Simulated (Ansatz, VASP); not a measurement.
This is a calculation of Br for VASP 6.6.1.

INCAR

```
PREC = Accurate
ENCUT = 600
EDIFF = 1E-6
ISMEAR = -1
SIGMA = 0.05
LREAL = False
LASPH = True
NELM = 100
ALGO = Normal
ISIF = 3
LWAVE = False
LCHARG = False
GGA = B5
ALDAX = 1.0
AGGAX = 1.0
AGGAC = 1.0
ALDAC = 0.0
IVDW = 12
VDW_S6 = 1.0
VDW_S8 = 2.6996
VDW_A1 = 0.4298
VDW_A2 = 4.2359
IBRION = 2
NSW = 60
EDIFFG = -0.01
```

KPOINTS

```
Automatic mesh
0
Gamma
  7 7 3
```

Contents of POSCAR:

```
Br
1.0
    3.3632500000     -2.3225500000      0.0000000000
    3.3632500000      2.3225500000      0.0000000000
    0.0000000000      0.0000000000      8.7023000000
Br
4
Direct
    0.3651000000      0.6349000000      0.3901000000
    0.1349000000      0.8651000000      0.8901000000
    0.6349000000      0.3651000000      0.6099000000
    0.8651000000      0.1349000000      0.1099000000
```

Potentials or basis: VASP PAW PBE potentials, release 64 (Br).

Launch:

```sh
$ cat potpaw_PBE.64/Br/POTCAR > POTCAR
$ mpirun -np 1 vasp_std > vasp.out
```

**Question.** Set up the same calculation for Ansatz 0.2.0. Potentials there: Ansatz PAW.

**Answer.** As run (the cutoff follows the program's own potentials):

File input.yaml:

```yaml
crystal:
  lattice:
    - [3.36325, -2.32255, 0.0]
    - [3.36325, 2.32255, 0.0]
    - [0.0, 0.0, 8.7023]
  atoms:
    - { symbol: Br, position: [0.3651, 0.6349, 0.3901] }
    - { symbol: Br, position: [0.1349, 0.8651, 0.8901] }
    - { symbol: Br, position: [0.6349, 0.3651, 0.6099] }
    - { symbol: Br, position: [0.8651, 0.1349, 0.1099] }
hamiltonian:
  xc: blyp
  pseudopotentials: { kind: paw }
  dispersion: d3bj
kpoints:
  mp_grid: { grid: [7, 7, 3] }
scf:
  occupations: { method: fermi_dirac, width: 0.05 }
output:
  forces: true
  stress: true
relax:
  f_tol: 0.01
  max_steps: 40
  cell: { stress_tol: 0.05 }
```

Potentials or basis: Ansatz PAW.

The run is started by

```console
$ ansatz run input.yaml --threads 2 --pin off --max-ram 5632MiB --backend cpu --events-out ev --progress --plain --runs-dir out
```

Both were run:

|  | VASP | Ansatz | Ansatz less VASP |
| --- | --- | --- | --- |
| relaxed volume (Å³/atom) | 30.41 | 30.36 | -0.051 |
| relaxed length of the cell vector where the two differ most in proportion (Å) | 8.611 | 8.589 | -0.0229 |

VASP's potentials were made for PBE, not for BLYP.

Noted on Ansatz's run: odd divisions of the mesh miss points on the zone boundary, where band edges often lie, so the gap on the mesh can be too wide; the plane-wave basis is chosen anew once the cell has moved, so the energies of steps on either side of that aren't comparable.
